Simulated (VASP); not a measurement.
# Be8Se5S3 (P1) in VASP: single point with HSE06

Aim: the single point of Be8Se5S3 with HSE06.

All numbers are computed with VASP 6.6.1; they aren't measurements. Logs are shortened: lines on timing, memory, paths and dates and some standing lists are left out, and cuts for length are marked.

**1. The cell of the first run**

The typed cell holds 64 atoms: a = 10.040 Å, b = 10.040 Å, c = 10.040 Å, α = 90.00°, β = 90.00°, γ = 90.00°.

**2. Single point, HSE06**

Input file POSCAR:

```
Be8Se5S3
1.0
   10.0398100000      0.0000000000      0.0000000000
    0.0000000000     10.0398100000      0.0000000000
    0.0000000000      0.0000000000     10.0398100000
Be S Se
32 12 20
Direct
    0.0097140000      0.9999360000      0.0000960000
    0.0012280000      0.9991300000      0.4984810000
    0.0063250000      0.5051170000      0.0043790000
    0.9996720000      0.4992980000      0.4989040000
    0.4936030000      0.9943970000      0.0042530000
    0.4985690000      0.0004190000      0.4987100000
    0.5030070000      0.4949520000      0.0043000000
    0.4941550000      0.4948770000      0.5031970000
    0.2518180000      0.2491250000      0.0084210000
    0.2612890000      0.2477140000      0.4991750000
    0.2472680000      0.7535780000      0.0049230000
    0.2566850000      0.7551010000      0.5027740000
    0.7441700000      0.2533020000      0.9953380000
    0.7436020000      0.2440660000      0.5030030000
    0.7443310000      0.7447850000      0.0038520000
    0.7437290000      0.7541470000      0.4942990000
    0.2564740000      0.0039750000      0.2463660000
    0.2515100000      0.9904620000      0.7507670000
    0.2515960000      0.5008160000      0.2395360000
    0.2567480000      0.4932650000      0.7463260000
    0.7444690000      0.9946050000      0.2541150000
    0.7433820000      0.0047200000      0.7457250000
    0.7434890000      0.5032220000      0.2456470000
    0.7444240000      0.4961450000      0.7557950000
    0.0044890000      0.2431560000      0.2445150000
    0.0017780000      0.2491480000      0.7506150000
    0.0067360000      0.7445570000      0.2449870000
    0.0042800000      0.7546980000      0.7565980000
    0.4891140000      0.2490650000      0.2503480000
    0.5034310000      0.2523490000      0.7464970000
    0.5029960000      0.7541210000      0.2452790000
    0.4938250000      0.7541870000      0.7454370000
    0.1304050000      0.1233110000      0.1252290000
    0.1291460000      0.6264360000      0.1236980000
    0.6205840000      0.1247950000      0.6239090000
    0.6219680000      0.6249190000      0.1251060000
    0.3755110000      0.3747890000      0.1250830000
    0.3782710000      0.3716090000      0.6252340000
    0.3742910000      0.8749060000      0.1266800000
    0.3766470000      0.8777040000      0.6238510000
    0.3767340000      0.1235020000      0.3748990000
    0.1287700000      0.8749970000      0.8784370000
    0.6219850000      0.3747010000      0.8756310000
    0.6205700000      0.8761980000      0.3747440000
    0.1298970000      0.1231880000      0.6250680000
    0.1285160000      0.6261270000      0.6265150000
    0.6207540000      0.1246320000      0.1263400000
    0.6220010000      0.6249580000      0.6249680000
    0.8753160000      0.3757380000      0.1238360000
    0.8723680000      0.3734440000      0.6263470000
    0.8765250000      0.8736460000      0.1249940000
    0.8736390000      0.8759690000      0.6252920000
    0.3752810000      0.1244950000      0.8754240000
    0.3765830000      0.6260520000      0.3723170000
    0.3754230000      0.6247600000      0.8776500000
    0.8738070000      0.1234120000      0.3746360000
    0.8751100000      0.1244450000      0.8755100000
    0.8738740000      0.6261210000      0.3722910000
    0.8752740000      0.6249830000      0.8778990000
    0.1297310000      0.3732460000      0.3721460000
    0.1287260000      0.3746340000      0.8779710000
    0.1298100000      0.8760010000      0.3722890000
    0.6207670000      0.3732670000      0.3747370000
    0.6220510000      0.8748100000      0.8753690000
```

Input file INCAR.step1:

```
SYSTEM = Be8Se5S3
PREC = Accurate
ENCUT = 520
EDIFF = 1E-5
ISMEAR = -1
SIGMA = 0.05
LREAL = Auto
LASPH = .TRUE.
NELM = 60
ALGO = Normal
ISIF = 2
LWAVE = .TRUE.
LCHARG = .FALSE.
NBANDS = 166
GGA = PE
```

Input file INCAR.step2:

```
SYSTEM = Be8Se5S3
PREC = Accurate
ENCUT = 520
EDIFF = 1E-6
ISMEAR = -1
SIGMA = 0.05
LREAL = Auto
LASPH = .TRUE.
NELM = 60
ALGO = Normal
ISIF = 2
LWAVE = .FALSE.
LCHARG = .FALSE.
GGA = PE
LHFCALC = .TRUE.
HFSCREEN = 0.2079
PRECFOCK = Fast
NBANDS = 166
ISTART = 1
```

Input file KPOINTS:

```
regular mesh
0
G
  1 1 1
  0 0 0
```

Potentials or basis: VASP PAW PBE potentials, release 64 (Be, S, Se).

Command:

```
$ cat potpaw_PBE.64/Be/POTCAR potpaw_PBE.64/S/POTCAR potpaw_PBE.64/Se/POTCAR > POTCAR
$ cp INCAR.step1 INCAR
$ mpirun -np 1 vasp_gam > vasp.out
$ cp INCAR.step2 INCAR
$ mpirun -np 1 vasp_gam > vasp.out
```

OUTCAR:

```text
SYSTEM = Be8Se5S3
   PREC = Accurate
   ENCUT = 520
   EDIFF = 1E-6
   ISMEAR = -1
   LREAL = Auto
   LASPH = .TRUE.
   NELM = 60
   ISIF = 2
   GGA = PE
   LHFCALC = .TRUE.
   HFSCREEN = 0.2079
   PRECFOCK = Fast
   ISTART = 1

 ion  position               nearest neighbor table
   1  0.010  1.000  0.000-  42 2.12  33 2.14  57 2.23  51 2.23
   2  0.001  0.999  0.498-  56 2.18  52 2.19  62 2.19  45 2.20
   3  0.006  0.505  0.004-  34 2.11  59 2.19  61 2.20  49 2.20
   4  1.000  0.499  0.499-  58 2.20  50 2.21  60 2.22  46 2.22
   5  0.494  0.994  0.004-  39 2.09  64 2.19  53 2.19  47 2.20
   6  0.499  0.000  0.499-  41 2.14  40 2.14  44 2.15  35 2.15
[... 56 lines left out ...]
  63  0.621  0.373  0.375-   8 2.18  29 2.20  14 2.20  23 2.21
  64  0.622  0.875  0.875-   5 2.19  32 2.20  15 2.21  22 2.21

  LATTYP: Found a simple cubic cell.
 ALAT       =    10.0398100000

  Lattice vectors:

 A1 = (  10.0398100000,   0.0000000000,   0.0000000000)
 A2 = (   0.0000000000,  10.0398100000,   0.0000000000)
 A3 = (   0.0000000000,   0.0000000000,  10.0398100000)

Analysis of symmetry for initial positions (statically):
=====================================================================
 Subroutine PRICEL returns:
 Original cell was already a primitive cell.

 Routine SETGRP: Setting up the symmetry group for a
 simple cubic supercell.

 Subroutine GETGRP returns: Found  1 space group operations
 (whereof  1 operations were pure point group operations)
 out of a pool of 48 trial point group operations.

The static configuration has the point symmetry C_1 .

Analysis of symmetry for dynamics (positions and initial velocities):
=====================================================================
 Subroutine PRICEL returns:
 Original cell was already a primitive cell.

 Routine SETGRP: Setting up the symmetry group for a
 simple cubic supercell.

 Subroutine GETGRP returns: Found  1 space group operations
 (whereof  1 operations were pure point group operations)
 out of a pool of 48 trial point group operations.

The dynamic configuration has the point symmetry C_1 .

 Subroutine INISYM returns: Found  1 space group operations
 (whereof  1 operations are pure point group operations),
 and found     1 'primitive' translations

----------------------------------------------------------------------------------------

                                     Primitive cell

  volume of cell :    1011.9906

  direct lattice vectors                    reciprocal lattice vectors
    10.039810000  0.000000000  0.000000000     0.099603479  0.000000000  0.000000000
     0.000000000 10.039810000  0.000000000     0.000000000  0.099603479  0.000000000
     0.000000000  0.000000000 10.039810000     0.000000000  0.000000000  0.099603479

  length of vectors
    10.039810000 10.039810000 10.039810000     0.099603479  0.099603479  0.099603479

  position of ions in fractional coordinates (direct lattice)
     0.009714000  0.999936000  0.000096000
     0.001228000  0.999130000  0.498481000
     0.006325000  0.505117000  0.004379000
     0.999672000  0.499298000  0.498904000
     0.493603000  0.994397000  0.004253000
     0.498569000  0.000419000  0.498710000
[... 56 lines left out ...]
     0.620767000  0.373267000  0.374737000
     0.622051000  0.874810000  0.875369000

  ion indices of the primitive-cell ions
   primitive index   ion index
                 1           1
                 2           2
                 3           3
                 4           4
                 5           5
                 6           6
[... 56 lines left out ...]
                63          63
                64          64

----------------------------------------------------------------------------------------

 KPOINTS: regular mesh

Automatic generation of k-mesh.
 Grid dimensions read from file:
 generate k-points for:    1    1    1

 Generating k-lattice:

  Cartesian coordinates                     Fractional coordinates (reciprocal lattice)
     0.099603479  0.000000000  0.000000000     1.000000000  0.000000000  0.000000000
     0.000000000  0.099603479  0.000000000     0.000000000  1.000000000  0.000000000
     0.000000000  0.000000000  0.099603479     0.000000000  0.000000000  1.000000000

  Length of vectors
     0.099603479  0.099603479  0.099603479

  Shift w.r.t. Gamma in fractional coordinates (k-lattice)
     0.000000000  0.000000000  0.000000000

 Subroutine IBZKPT returns following result:
 ===========================================

 Found      1 irreducible k-points:

 Following reciprocal coordinates:
            Coordinates               Weight
  0.000000  0.000000  0.000000      1.000000
   k-points           NKPTS =      1   k-points in BZ     NKDIM =      1   number of bands    NBANDS=    166
   number of dos      NEDOS =    301   number of ions     NIONS =     64
   total plane-waves  NPLWV = 512000
   dimension x,y,z NGX =    80 NGY =   80 NGZ =   80
   dimension x,y,z NGXF=   160 NGYF=  160 NGZF=  160
   ions per type =              32  12  20
   NGX,Y,Z   is equivalent  to a cutoff of  13.25, 13.25, 13.25 a.u.
   NGXF,Y,Z  is equivalent  to a cutoff of  26.49, 26.49, 26.49 a.u.
 SYSTEM =  Be8Se5S3
   PREC   = accura    normal or accurate (medium, high low for compatibility)
   ISTART =      1    job   : 0-new  1-cont  2-samecut
   ICHARG =      0    charge: 1-file 2-atom 10-const
   ISPIN  =      1    spin polarized calculation?
   LNONCOLLINEAR =      F non collinear calculations
   LSORBIT =      F    spin-orbit coupling
   LASPH  =      T    aspherical Exc in radial PAW
   ENCUT  =  520.0 eV  38.22 Ry    6.18 a.u.  18.67 18.67 18.67*2*pi/ulx,y,z
   NELM   =     60;   NELMIN=  2; NELMDL=  0     # of ELM steps
   EDIFF  = 0.1E-05   stopping-criterion for ELM
   LREAL  =      T    real-space projection
   EDIFFG = 0.1E-04   stopping-criterion for IOM
   NSW    =      0    number of steps for IOM
   IBRION =     -1    ionic relax: 0-MD 1-quasi-New 2-CG
   NFREE  =      0    steps in history (QN), initial steepest desc. (CG)
   ISIF   =      2    stress and relaxation
   ISYM   =      3    0-nonsym 1-usesym 2-fastsym
   POTIM  = 0.5000    time-step for ionic-motion
   TEBEG  =    0.0;   TEEND  =   0.0 temperature during run
   PSTRESS=    0.0 pullay stress
   NELECT =     256.0000    total number of electrons
   NUPDOWN=      -1.0000    fix difference up-down
   EMIN   =  10.00;   EMAX   =-10.00  energy-range for DOS
   EFERMI =   0.00;   METHOD = LEGACY
   ISMEAR =    -1;   SIGMA  =   0.05  broadening in eV -4-tet -1-fermi 0-gaus
   EFERMI_NEDOS =   21; number of points for ismear=-14 and -15
   IALGO  =     38    algorithm
   IMIX   =      1    mixing-type and parameters
     AMIX     =   0.40;   BMIX     =  1.00
     AMIX_MAG =   1.60;   BMIX_MAG =  1.00
  volume/ion in A,a.u.               =      15.81       106.71
  Fermi-wavevector in a.u.,A,eV,Ry     =   1.035371  1.956567 14.585351  1.071993
  Thomas-Fermi vector in A             =   2.169711
   LORBIT       =      0    0 simple, 1 ext, 2 COOP (PROOUT), +10 PAW based schemes
   GGA     = PE    functional components
   LHFCALC =     T    Hartree Fock is set to
   PRECFOCK=fast      Normal, Fast or Accurate (Low or Medium for compatibility)
   ENCUT4O =  -1.0   cutoff for four orbital integrals eV
   NKREDX  =     1    reduce k-point grid by
   NKREDY  =     1    reduce k-point grid by
   NKREDZ  =     1    reduce k-point grid by
   AEXX    =    0.2500 exact exchange contribution
   HFSCREEN=    0.2079 screening length (either q_TF or 0.3 A-1)
   HFSCREENC=   0.2079 screening length for correlation (either q_TF or 0.3 A-1)
   ENCUTFOCK=  -1.0 apply spherical cutoff to Coloumb kernel
   IVDW    =     0    specifies the selected vdW correction
   LEPSILON=     F    determine dielectric tensor
   LRPA    =     F    only Hartree local field effects (RPA)
 non-spin polarized calculation
  energy-cutoff  :      520.00
  volume of cell :     1011.99
 maximum number of plane-waves:     13601
 NGX is ok and might be reduce to    80
  NGX = 40; NGY = 40; NGZ = 40

 number of electron     255.9999989 magnetization

 Free energy of the ion-electron system (eV)
  ---------------------------------------------------
  ext. energy  EPLUGINS =         0.00000000
  ---------------------------------------------------
  free energy    TOTEN  =      -336.85216652 eV

  energy without entropy =     -336.85216652  energy(sigma->0) =     -336.85216652

 E-fermi :   4.4720     XC(G=0):  -7.9617

 val. band max:        3.2589652170   @ k =   0.0000   0.0000   0.0000
 cond. band min:       6.6734192508   @ k =   0.0000   0.0000   0.0000
 fundamental gap:      3.4144540337
 Fermi energy:         4.4719649791

 k-point     1 :       0.0000    0.0000    0.0000
  band No.  band energies     occupation
      1     -12.0404      2.00000
      2     -11.2305      2.00000
      3     -11.1815      2.00000
      4     -11.1429      2.00000
      5     -11.1386      2.00000
      6     -11.0847      2.00000
[... 132 lines left out ...]
    139       8.5391      0.00000
    140       8.5441      0.00000
 [bands above 140 left out]

------------------------ aborting loop because EDIFF is reached ----------------------------------------

  FORCE on cell =-STRESS in cart. coord.  units (eV):
  Direction    XX          YY          ZZ          XY          YZ          ZX
  --------------------------------------------------------------------------------------
  -------------------------------------------------------------------------------------
  Total        7.7774925      8.0760815      8.0814257     -0.5138846     -0.4514089     -0.5294510
  in kB       12.3132784     12.7860028     12.7944636     -0.8135790     -0.7146678     -0.8382236
  external PRESSURE =      12.6312483 kB  Pullay stress =       0.0000000 kB

 VOLUME and BASIS-vectors are now :
 -----------------------------------------------------------------------------
  energy-cutoff  :      520.00
  volume of cell :     1011.99
      direct lattice vectors                 reciprocal lattice vectors
    10.039810000  0.000000000  0.000000000     0.099603479  0.000000000  0.000000000
     0.000000000 10.039810000  0.000000000     0.000000000  0.099603479  0.000000000
     0.000000000  0.000000000 10.039810000     0.000000000  0.000000000  0.099603479

 POSITION                                       TOTAL-FORCE (eV/Angst)
 -----------------------------------------------------------------------------------
      0.09753     10.03917      0.00096         0.003303      0.019154      0.021511
      0.01233     10.03108      5.00465         0.027660      0.035797      0.030851
      0.06350      5.07128      0.04396         0.009718      0.018002      0.001135
     10.03652      5.01286      5.00890         0.022823      0.033630      0.024590
      4.95568      9.98356      0.04270         0.050538      0.054050      0.020329
      5.00554      0.00421      5.00695         0.019893      0.031310      0.028018
[... 56 lines left out ...]
      6.23238      3.74753      3.76229        -0.045326     -0.034738     -0.024829
      6.24527      8.78293      8.78854        -0.044966     -0.029491     -0.042521
 -----------------------------------------------------------------------------------
    total drift:                                0.000542      0.031955     -0.011312

  FREE ENERGIE OF THE ION-ELECTRON SYSTEM (eV)
  ---------------------------------------------------
  free  energy   TOTEN  =      -336.8521665242 eV

  energy  without entropy=     -336.8521665241  energy(sigma->0) =     -336.85216652
```

Wall time 17 min (1 thread of AMD EPYC 7R13 (Zen 3), shared host); peak memory 1.1 GiB.

Results:

```yaml
Free_energy: -336.8522 eV
Pressure: 1.3 GPa
Largest_force: 0.094 eV/Å
Band_gap_on_the_k_mesh: 3.41 eV
```

Forces on the atoms (eV/Å):
```
Be   0.003  0.019  0.022
Be   0.028  0.036  0.031
Be   0.010  0.018  0.001
Be   0.023  0.034  0.025
Be   0.051  0.054  0.020
Be   0.020  0.031  0.028
Be   0.004  0.050  0.006
Be   0.051  0.050  0.019
Be   0.032  0.029 -0.009
Be   0.003  0.022  0.028
Be   0.046  0.017  0.012
Be   0.012  0.017  0.006
Be   0.046  0.021  0.033
Be   0.032  0.046  0.019
Be   0.046  0.045  0.015
Be   0.041  0.015  0.047
Be   0.013  0.006  0.046
Be   0.038  0.070  0.031
Be   0.041  0.036  0.059
Be   0.015  0.056  0.054
Be   0.040  0.054  0.027
Be   0.041  0.012  0.047
Be   0.043  0.026  0.042
Be   0.040  0.041  0.014
Be   0.019  0.042  0.046
Be   0.024  0.028  0.034
Be   0.019  0.051  0.044
Be   0.007  0.006  0.014
Be   0.074  0.038  0.042
Be   0.000  0.019  0.038
Be  -0.002  0.007  0.049
Be   0.055  0.024  0.052
S   -0.031 -0.022 -0.032
S   -0.050 -0.040 -0.025
S   -0.004 -0.027 -0.035
S   -0.010 -0.040 -0.024
S   -0.047 -0.042 -0.020
S   -0.020 -0.037 -0.041
S   -0.028 -0.019 -0.038
S   -0.038 -0.051 -0.025
S   -0.028 -0.019 -0.040
S   -0.034 -0.027 -0.028
S   -0.011 -0.035 -0.032
S   -0.002 -0.025 -0.042
Se  -0.039 -0.024 -0.031
Se  -0.020 -0.032 -0.029
Se  -0.040 -0.048 -0.031
Se  -0.049 -0.037 -0.026
Se  -0.035 -0.026 -0.024
Se  -0.019 -0.037 -0.020
Se  -0.029 -0.034 -0.016
Se  -0.020 -0.020 -0.037
Se  -0.026 -0.040 -0.018
Se  -0.024 -0.023 -0.025
Se  -0.020 -0.033 -0.039
Se  -0.027 -0.049 -0.027
Se  -0.029 -0.006 -0.044
Se  -0.031 -0.037 -0.036
Se  -0.022 -0.033 -0.016
Se  -0.031 -0.029 -0.021
Se  -0.037 -0.035 -0.032
Se  -0.023 -0.029 -0.019
Se  -0.045 -0.035 -0.025
Se  -0.045 -0.029 -0.043
```

Caveat: the k points lie up to 0.63 Å⁻¹ apart; the PAW data sets were made with another functional, which shifts forces and pressure a little; an odd mesh through Γ misses points on the zone boundary, where band edges can lie.
